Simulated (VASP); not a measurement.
# MgS (I-4m2) in VASP: notebook, part 3 of 3

VASP 6.6.1. The steps go on from the part before.

**5. Single point, PBE (epitaxial xy strain +4.0%)**

Input file INCAR:

```
SYSTEM = MgS
  ALGO = Normal
  EDIFF = 1E-6
  ENCUT = 520
  GGA = PE
  ISIF = 2
  ISMEAR = -1
  LASPH = .True.
  LCHARG = .False.
  LREAL = .False.
  LWAVE = .False.
  NBANDS = 11
  NELM = 80
  PREC = Accurate
  SIGMA = 0.02
```

Input file KPOINTS:

```
k-points
0
Gamma
  8 8 8
  0 0 0
```

Input file POSCAR:

```
MgS
1.0
    0.0000000000      2.9441119149      2.6568738787
    2.9441119149      0.0000000000      2.6568738787
    2.9441119149      2.9441119149      0.0000000000
Mg S
1 1
Direct
    0.0000000000      0.0000000000      0.0000000000
    0.2500000000      0.2500000000      0.2500000000
```

Potentials or basis: VASP PAW PBE potentials, release 64 (Mg, S).

Launch:

```
$ cat potpaw_PBE.64/Mg/POTCAR potpaw_PBE.64/S/POTCAR > POTCAR
$ mpirun -np 1 vasp_std > vasp.out
```

OUTCAR:

```text
SYSTEM = MgS
   EDIFF = 1E-6
   ENCUT = 520
   GGA = PE
   ISIF = 2
   ISMEAR = -1
   LASPH = .True.
   LREAL = .False.
   NELM = 80
   PREC = Accurate

 ion  position               nearest neighbor table
   1  0.000  0.000  0.000-   2 2.47   2 2.47   2 2.47   2 2.47
   2  0.250  0.250  0.250-   1 2.47   1 2.47   1 2.47   1 2.47

  LATTYP: Found a body centered tetragonal cell.
 ALAT       =     4.1636029992
 C/A-ratio  =     1.2762378542

  Lattice vectors:

 A1 = (   0.0000000000,  -2.9441119149,  -2.6568738787)
 A2 = (   0.0000000000,   2.9441119149,  -2.6568738787)
 A3 = (   2.9441119149,   0.0000000000,   2.6568738787)

Analysis of symmetry for initial positions (statically):
=====================================================================
 Subroutine PRICEL returns:
 Original cell was already a primitive cell.

 Routine SETGRP: Setting up the symmetry group for a
 body centered tetragonal supercell.

 Subroutine GETGRP returns: Found  8 space group operations
 (whereof  8 operations were pure point group operations)
 out of a pool of 16 trial point group operations.

The static configuration has the point symmetry D_2d.

Analysis of symmetry for dynamics (positions and initial velocities):
=====================================================================
 Subroutine PRICEL returns:
 Original cell was already a primitive cell.

 Routine SETGRP: Setting up the symmetry group for a
 body centered tetragonal supercell.

 Subroutine GETGRP returns: Found  8 space group operations
 (whereof  8 operations were pure point group operations)
 out of a pool of 16 trial point group operations.

The dynamic configuration has the point symmetry D_2d.

 Subroutine INISYM returns: Found  8 space group operations
 (whereof  8 operations are pure point group operations),
 and found     1 'primitive' translations

----------------------------------------------------------------------------------------

                                     Primitive cell

  volume of cell :      46.0585

  direct lattice vectors                    reciprocal lattice vectors
     0.000000000  2.944111915  2.656873879    -0.169830500  0.169830500  0.188191093
     2.944111915  0.000000000  2.656873879     0.169830500 -0.169830500  0.188191093
     2.944111915  2.944111915  0.000000000     0.169830500  0.169830500 -0.188191093

  length of vectors
     3.965699658  3.965699658  4.163602999     0.305124049  0.305124049  0.305124049

  position of ions in fractional coordinates (direct lattice)
     0.000000000  0.000000000  0.000000000
     0.250000000  0.250000000  0.250000000

  ion indices of the primitive-cell ions
   primitive index   ion index
                 1           1
                 2           2

----------------------------------------------------------------------------------------

 KPOINTS: k-points

Automatic generation of k-mesh.
 Grid dimensions read from file:
 generate k-points for:    8    8    8

 Generating k-lattice:

  Cartesian coordinates                     Fractional coordinates (reciprocal lattice)
    -0.021228813  0.021228813  0.023523887     0.125000000 -0.000000000  0.000000000
     0.021228813 -0.021228813  0.023523887    -0.000000000  0.125000000  0.000000000
     0.021228813  0.021228813 -0.023523887     0.000000000  0.000000000  0.125000000

  Length of vectors
     0.038140506  0.038140506  0.038140506

  Shift w.r.t. Gamma in fractional coordinates (k-lattice)
     0.000000000  0.000000000  0.000000000

 Subroutine IBZKPT returns following result:
 ===========================================

 Found     59 irreducible k-points:

 Following reciprocal coordinates:
            Coordinates               Weight
  0.000000  0.000000  0.000000      1.000000
  0.125000 -0.000000  0.000000      8.000000
  0.250000 -0.000000  0.000000      8.000000
  0.375000 -0.000000  0.000000      8.000000
  0.500000 -0.000000  0.000000      4.000000
  0.125000  0.125000  0.000000      2.000000
[... 16 lines left out ...]
  0.250000 -0.000000  0.125000     16.000000
  0.375000 -0.000000  0.125000     16.000000
 [... further k-points ...]
   k-points           NKPTS =     59   k-points in BZ     NKDIM =     59   number of bands    NBANDS=     11
   number of dos      NEDOS =    301   number of ions     NIONS =      2
   total plane-waves  NPLWV =  28800
   dimension x,y,z NGX =    30 NGY =   30 NGZ =   32
   dimension x,y,z NGXF=    60 NGYF=   60 NGZF=   64
   ions per type =               1   1
   NGX,Y,Z   is equivalent  to a cutoff of  12.58, 12.58, 12.78 a.u.
   NGXF,Y,Z  is equivalent  to a cutoff of  25.15, 25.15, 25.55 a.u.
 SYSTEM =  MgS
   PREC   = accura    normal or accurate (medium, high low for compatibility)
   ISTART =      0    job   : 0-new  1-cont  2-samecut
   ICHARG =      2    charge: 1-file 2-atom 10-const
   ISPIN  =      1    spin polarized calculation?
   LNONCOLLINEAR =      F non collinear calculations
   LSORBIT =      F    spin-orbit coupling
   LASPH  =      T    aspherical Exc in radial PAW
   ENCUT  =  520.0 eV  38.22 Ry    6.18 a.u.   7.37  7.37  7.74*2*pi/ulx,y,z
   NELM   =     80;   NELMIN=  2; NELMDL= -5     # of ELM steps
   EDIFF  = 0.1E-05   stopping-criterion for ELM
   LREAL  =      F    real-space projection
   EDIFFG = 0.1E-04   stopping-criterion for IOM
   NSW    =      0    number of steps for IOM
   IBRION =     -1    ionic relax: 0-MD 1-quasi-New 2-CG
   NFREE  =      0    steps in history (QN), initial steepest desc. (CG)
   ISIF   =      2    stress and relaxation
   ISYM   =      2    0-nonsym 1-usesym 2-fastsym
   POTIM  = 0.5000    time-step for ionic-motion
   TEBEG  =    0.0;   TEEND  =   0.0 temperature during run
   PSTRESS=    0.0 pullay stress
   NELECT =       8.0000    total number of electrons
   NUPDOWN=      -1.0000    fix difference up-down
   EMIN   =  10.00;   EMAX   =-10.00  energy-range for DOS
   EFERMI =   0.00;   METHOD = LEGACY
   ISMEAR =    -1;   SIGMA  =   0.02  broadening in eV -4-tet -1-fermi 0-gaus
   EFERMI_NEDOS =   21; number of points for ismear=-14 and -15
   IALGO  =     38    algorithm
   IMIX   =      4    mixing-type and parameters
     AMIX     =   0.40;   BMIX     =  1.00
     AMIX_MAG =   1.60;   BMIX_MAG =  1.00
  volume/ion in A,a.u.               =      23.03       155.41
  Fermi-wavevector in a.u.,A,eV,Ry     =   0.913415  1.726105 11.351716  0.834328
  Thomas-Fermi vector in A             =   2.037924
   LORBIT       =      0    0 simple, 1 ext, 2 COOP (PROOUT), +10 PAW based schemes
   GGA     = PE    functional components
[... 5 lines left out ...]
 non-spin polarized calculation
  energy-cutoff  :      520.00
  volume of cell :       46.06
 maximum number of plane-waves:      1257
 NGX is ok and might be reduce to    30
   NGX = 15   NGY = 15   NGZ = 15

 number of electron       8.0000001 magnetization

 Free energy of the ion-electron system (eV)
  ---------------------------------------------------
  ext. energy  EPLUGINS =         0.00000000
  ---------------------------------------------------
  free energy    TOTEN  =        -8.45528198 eV

  energy without entropy =       -8.45528198  energy(sigma->0) =       -8.45528198

 E-fermi :   1.5700     XC(G=0):  -8.3412

 val. band max:        1.1363573909   @ k =   0.0000   0.0000   0.0000
 cond. band min:       4.3306039127   @ k =   0.0000   0.0000   0.0000
 fundamental gap:      3.1942465218
 Fermi energy:         1.5700288570

 k-point     1 :       0.0000    0.0000    0.0000
  band No.  band energies     occupation
      1     -10.2315      2.00000
      2       0.9219      2.00000
      3       0.9219      2.00000
      4       1.1364      2.00000
      5       4.3306      0.00000
      6       8.9112      0.00000
      7       8.9112      0.00000
      8       8.9924      0.00000
      9      10.9707      0.00000
     10      12.3700      0.00000
     11      14.0634      0.00000
[... 309 lines left out ...]
 k-point    24 :       0.3750   -0.0000    0.1250
  band No.  band energies     occupation
      1      -9.7153      2.00000
      2      -1.4301      2.00000
      3       0.3570      2.00000
      4       0.7067      2.00000
      5       6.4315      0.00000
      6       7.8875      0.00000
      7       8.8736      0.00000
      8       9.7403      0.00000
      9      11.7644      0.00000
     10      12.9121      0.00000
     11      14.2876      0.00000

 [... further k-points ...]

------------------------ aborting loop because EDIFF is reached ----------------------------------------

  FORCE on cell =-STRESS in cart. coord.  units (eV):
  Direction    XX          YY          ZZ          XY          YZ          ZX
  --------------------------------------------------------------------------------------
  -------------------------------------------------------------------------------------
  Total       -0.2242814     -0.2242814      0.2369727      0.0000000      0.0000000      0.0000000
  in kB       -7.8017920     -7.8017920      8.2432647      0.0000000      0.0000000      0.0000000
  external PRESSURE =      -2.4534398 kB  Pullay stress =       0.0000000 kB

 VOLUME and BASIS-vectors are now :
 -----------------------------------------------------------------------------
  energy-cutoff  :      520.00
  volume of cell :       46.06
      direct lattice vectors                 reciprocal lattice vectors
     0.000000000  2.944111915  2.656873879    -0.169830500  0.169830500  0.188191093
     2.944111915  0.000000000  2.656873879     0.169830500 -0.169830500  0.188191093
     2.944111915  2.944111915  0.000000000     0.169830500  0.169830500 -0.188191093

 POSITION                                       TOTAL-FORCE (eV/Angst)
 -----------------------------------------------------------------------------------
      0.00000      0.00000      0.00000         0.000000      0.000000     -0.000000
      1.47206      1.47206      1.32844        -0.000000     -0.000000      0.000000
 -----------------------------------------------------------------------------------
    total drift:                                0.000000      0.000000      0.000000

  FREE ENERGIE OF THE ION-ELECTRON SYSTEM (eV)
  ---------------------------------------------------
  free  energy   TOTEN  =        -8.4552819788 eV

  energy  without entropy=       -8.4552819788  energy(sigma->0) =       -8.45528198
```

OSZICAR:

```text
N       E                     dE             d eps       ncg     rms          rms(c)
DAV:   1     0.246449162662E+02    0.24645E+02   -0.34817E+03  1322   0.581E+02
DAV:   2    -0.698865608386E+01   -0.31634E+02   -0.30159E+02  1558   0.988E+01
DAV:   3    -0.896149653457E+01   -0.19728E+01   -0.19691E+01  1603   0.270E+01
DAV:   4    -0.897851245858E+01   -0.17016E-01   -0.17014E-01  1610   0.302E+00
DAV:   5    -0.897870474373E+01   -0.19229E-03   -0.19228E-03  1670   0.318E-01    0.400E+00
DAV:   6    -0.848228602418E+01    0.49642E+00   -0.12517E+00  1415   0.414E+00    0.305E+00
DAV:   7    -0.844833910841E+01    0.33947E-01   -0.26814E-01  1544   0.211E+00    0.239E+00
DAV:   8    -0.845604702781E+01   -0.77079E-02   -0.25285E-02  1427   0.951E-01    0.139E+00
DAV:   9    -0.845508384610E+01    0.96318E-03   -0.26554E-03  1481   0.254E-01    0.459E-01
DAV:  10    -0.845527258419E+01   -0.18874E-03   -0.68766E-04  1469   0.123E-01    0.791E-02
DAV:  11    -0.845528110222E+01   -0.85180E-05   -0.50818E-05  1582   0.297E-02    0.584E-02
DAV:  12    -0.845528197875E+01   -0.87653E-06   -0.62929E-06  1526   0.124E-02
   1 F= -.84552820E+01 E0= -.84552820E+01  d E =-.741906E-12
```

stdout:

```text
POSCAR found type information on POSCAR MgS
 POSCAR found :  2 types and       2 ions
 scaLAPACK will be used
 LDA part: xc-table for (Slater+PW92), standard interpolation
 POSCAR, INCAR and KPOINTS ok, starting setup
 FFT: planning ... GRIDC
 FFT: planning ... GRID_SOFT
 FFT: planning ... GRID
 WAVECAR not read
 entering main loop
```

It took 12 s on 1 thread of Intel Xeon 6975P-C (Granite Rapids), shared host; peak memory 0.18 GiB.

What came out:

```
Free energy            : -8.4553 eV
Pressure               : -0.2 GPa
Band gap on the k mesh : 3.19 eV, direct
```

Caveat: the cell differs from its parent crystal (epitaxial xy strain +4.0%). A k mesh can miss the band edges.

**6. Single point, r2SCAN (epitaxial xy strain -4.0%)**

Input file POSCAR:

```
MgS
1.0
    0.0000000000      2.7176417676      2.9750086881
    2.7176417676      0.0000000000      2.9750086881
    2.7176417676      2.7176417676      0.0000000000
Mg S
1 1
Direct
    0.0000000000      0.0000000000      0.0000000000
    0.2500000000      0.2500000000      0.2500000000
```

Input file INCAR.step1:

```
SYSTEM = MgS
ALGO = Normal
EDIFF = 1E-4
ENCUT = 520
GGA = PE
ISMEAR = 0
LASPH = .TRUE.
LCHARG = .FALSE.
LREAL = .FALSE.
LWAVE = .TRUE.
NBANDS = 11
NELM = 100
PREC = Accurate
SIGMA = 0.01
```

Input file INCAR.step2:

```
SYSTEM = MgS
ALGO = Normal
EDIFF = 1E-6
ENCUT = 520
ISIF = 2
ISMEAR = 0
ISTART = 1
LASPH = .TRUE.
LCHARG = .FALSE.
LMIXTAU = .TRUE.
LREAL = .FALSE.
LWAVE = .FALSE.
METAGGA = R2SCAN
NBANDS = 11
NELM = 100
PREC = Accurate
SIGMA = 0.01
```

Input file KPOINTS:

```
k-points
0
G
  8 8 8
  0 0 0
```

Potentials or basis: VASP PAW PBE potentials, release 64 (Mg, S).

Launch:

```
$ cat potpaw_PBE.64/Mg/POTCAR potpaw_PBE.64/S/POTCAR > POTCAR
$ cp INCAR.step1 INCAR
$ mpirun -np 1 vasp_std > vasp.out
$ cp INCAR.step2 INCAR
$ mpirun -np 1 vasp_std > vasp.out
```

OUTCAR:

```text
SYSTEM = MgS
   EDIFF = 1E-6
   ENCUT = 520
   ISIF = 2
   ISMEAR = 0
   ISTART = 1
   LASPH = .TRUE.
   LREAL = .FALSE.
   METAGGA = R2SCAN
   NELM = 100
   PREC = Accurate

 ion  position               nearest neighbor table
   1  0.000  0.000  0.000-   2 2.43   2 2.43   2 2.43   2 2.43
   2  0.250  0.250  0.250-   1 2.43   1 2.43   1 2.43   1 2.43

  LATTYP: Found a body centered tetragonal cell.
 ALAT       =     3.8433258454
 C/A-ratio  =     1.5481428366

  Lattice vectors:

 A1 = (  -2.7176417676,   0.0000000000,   2.9750086881)
 A2 = (   2.7176417676,   0.0000000000,   2.9750086881)
 A3 = (   0.0000000000,   2.7176417676,  -2.9750086881)

Analysis of symmetry for initial positions (statically):
=====================================================================
 Subroutine PRICEL returns:
 Original cell was already a primitive cell.

 Routine SETGRP: Setting up the symmetry group for a
 body centered tetragonal supercell.

 Subroutine GETGRP returns: Found  8 space group operations
 (whereof  8 operations were pure point group operations)
 out of a pool of 16 trial point group operations.

[... 174 lines left out ...]
      3       1.0934      2.00000
      4       1.0934      2.00000
      5       5.2487      0.00000
      6       9.6414      0.00000
      7       9.7183      0.00000
      8       9.7183      0.00000
      9      11.6081      0.00000
     10      13.3235      0.00000
     11      14.5368      0.00000
[... 309 lines left out ...]
 k-point    24 :       0.3750   -0.0000    0.1250
  band No.  band energies     occupation
      1     -10.2496      2.00000
      2      -1.5751      2.00000
      3       0.3027      2.00000
      4       0.6397      2.00000
      5       7.1343      0.00000
      6       8.9735      0.00000
      7       9.7035      0.00000
      8      10.0527      0.00000
      9      12.6974      0.00000
     10      14.0182      0.00000
     11      15.3559      0.00000

 [... further k-points ...]

------------------------ aborting loop because EDIFF is reached ----------------------------------------

  FORCE on cell =-STRESS in cart. coord.  units (eV):
  Direction    XX          YY          ZZ          XY          YZ          ZX
  --------------------------------------------------------------------------------------
  -------------------------------------------------------------------------------------
  Total        0.6627218      0.6627218     -0.0759218      0.0000000      0.0000000      0.0000000
  in kB       24.1623494     24.1623494     -2.7680522      0.0000000      0.0000000      0.0000000
  external PRESSURE =      15.1855489 kB  Pullay stress =       0.0000000 kB

 VOLUME and BASIS-vectors are now :
 -----------------------------------------------------------------------------
  energy-cutoff  :      520.00
  volume of cell :       43.94
      direct lattice vectors                 reciprocal lattice vectors
     0.000000000  2.717641768  2.975008688    -0.183983042  0.183983042  0.168066736
     2.717641768  0.000000000  2.975008688     0.183983042 -0.183983042  0.168066736
     2.717641768  2.717641768  0.000000000     0.183983042  0.183983042 -0.168066736

 POSITION                                       TOTAL-FORCE (eV/Angst)
 -----------------------------------------------------------------------------------
      0.00000      0.00000      0.00000        -0.000000     -0.000000     -0.000000
      1.35882      1.35882      1.48750         0.000000      0.000000      0.000000
 -----------------------------------------------------------------------------------
    total drift:                                0.000001      0.000001     -0.000002

  FREE ENERGIE OF THE ION-ELECTRON SYSTEM (eV)
  ---------------------------------------------------
  free  energy   TOTEN  =       -15.4239519272 eV

  energy  without entropy=      -15.4239519272  energy(sigma->0) =      -15.42395193
```

OUTCAR.step1:

```text
SYSTEM = MgS
   EDIFF = 1E-4
   ENCUT = 520
   GGA = PE
   ISMEAR = 0
   LASPH = .TRUE.
   LREAL = .FALSE.
[... 558 lines left out ...]
      0.00000      0.00000      0.00000        -0.000000     -0.000000     -0.000000
      1.35882      1.35882      1.48750         0.000000      0.000000      0.000000
 -----------------------------------------------------------------------------------
    total drift:                               -0.000000     -0.000000     -0.000000

  FREE ENERGIE OF THE ION-ELECTRON SYSTEM (eV)
  ---------------------------------------------------
  free  energy   TOTEN  =        -8.4357215515 eV

  energy  without entropy=       -8.4357215515  energy(sigma->0) =       -8.43572155
```

Run time: 73 s. Hardware: 1 thread of Intel Xeon 6975P-C (Granite Rapids), shared host; peak memory 0.18 GiB.

What came out:

```
Free energy            : -15.4240 eV
Pressure               : 1.5 GPa
Band gap on the k mesh : 4.12 eV, indirect (least direct gap 4.16 eV)
```

Stress tensor (GPa, compression positive):
```
 2.42  0.00  0.00
 0.00  2.42  0.00
 0.00  0.00 -0.28
```

Levels at points of the mesh, in eV from the valence-band top:
```
           k point  band 2  band 3  band 4  band 5  band 6  band 7
(0.00, 0.00, 0.00)   -0.31   -0.01   -0.01    4.15    8.54    8.62
(0.50, 0.00, 0.00)   -3.37   -0.71   -0.19    5.63    7.90    8.61
(0.50, 0.50, 0.00)   -3.31   -0.88   -0.88    4.38    6.63   11.54
(0.50, 0.00, 0.50)   -2.88   -1.36   -1.32    4.12    5.97   12.26
```

Caveat: the cell differs from its parent crystal (epitaxial xy strain -4.0%); the PAW data sets were made with another functional, which shifts forces and pressure a little.

**7. The runs side by side**

| level | cell | smearing | gap on the mesh (eV) | pressure (GPa) |
| --- | --- | --- | --- | --- |
| r2SCAN | a = 3.966, b = 3.966, c = 4.164 Å, angles 58.3, 58.3, 63.3°, 2 atoms | gaussian 0.01 eV | 3.86 | -1.4 |
| PBE | a = 3.986, b = 3.986, c = 4.084 Å, angles 59.2, 59.2, 61.6°, 2 atoms | fermi-dirac 0.02 eV | 3.32 | 0.3 |
| PBE | a = 3.977, b = 3.977, c = 4.124 Å, angles 58.8, 58.8, 62.5°, 2 atoms | fermi-dirac 0.02 eV | 3.26 | 0.0 |
| PBE | a = 3.966, b = 3.966, c = 4.164 Å, angles 58.3, 58.3, 63.3°, 2 atoms | fermi-dirac 0.02 eV | 3.19 | -0.2 |
| r2SCAN | a = 4.029, b = 4.029, c = 3.843 Å, angles 61.5, 61.5, 57.0°, 2 atoms | gaussian 0.01 eV | 4.12 | 1.5 |

Alike in all rows: task single point; potentials or basis VASP PAW PBE potentials, release 64 (Mg, S); no spin polarisation; k mesh 8 × 8 × 8; cutoff (eV) 520.

Caveats: the PAW data sets were made with another functional, which shifts forces and pressure a little (some runs).

Absolute energies hang on the potentials; compare differences alone.
